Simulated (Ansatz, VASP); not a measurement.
One calculation of PbO2, two programs

```
Pb O
1.0
     3.72381    0.00000    0.00000
     0.00000    3.72381    0.00000
     0.00000    0.00000    5.64616
Pb O
2 4
Direct
  0.00000 0.00000 0.00000
  0.50000 0.50000 0.50000
  0.00000 0.50000 0.31507
  0.00000 0.50000 0.81507
  0.50000 0.00000 0.68493
  0.50000 0.00000 0.18493
```

Alike in both runs: functional r2SCAN; k mesh 10 × 10 × 6; occupations gaussian, width 0.1 eV; no spin polarisation.

Ansatz relaxed the structure, and its values are those at the end. VASP's run is a single point on that final structure, the one shown.

|  | VASP | Ansatz |
| --- | --- | --- |
| version | VASP 6.6.1 | Ansatz 0.2.0 |
| potentials or method | VASP PAW PBE potentials, release 64 (Pb_d, O), cutoff 520 eV | scalar-relativistic, plane waves, PAW |
| valence electrons in the cell | 52 | 52 |

|  | VASP | Ansatz | Ansatz less VASP |
| --- | --- | --- | --- |
| gap on the k mesh at the Fermi level (eV) | none | none | - |
| pressure (GPa) | 0.9 | 0.0 | -0.90 |
| rms of the force components (eV/Å) | 0.023 | 0.001 | -0.0223 |

VASP's potentials were made for PBE, not for r2SCAN. A gap of «none» marks a metal or a gap that the smearing closes.

Neither program's run includes spin-orbit coupling.
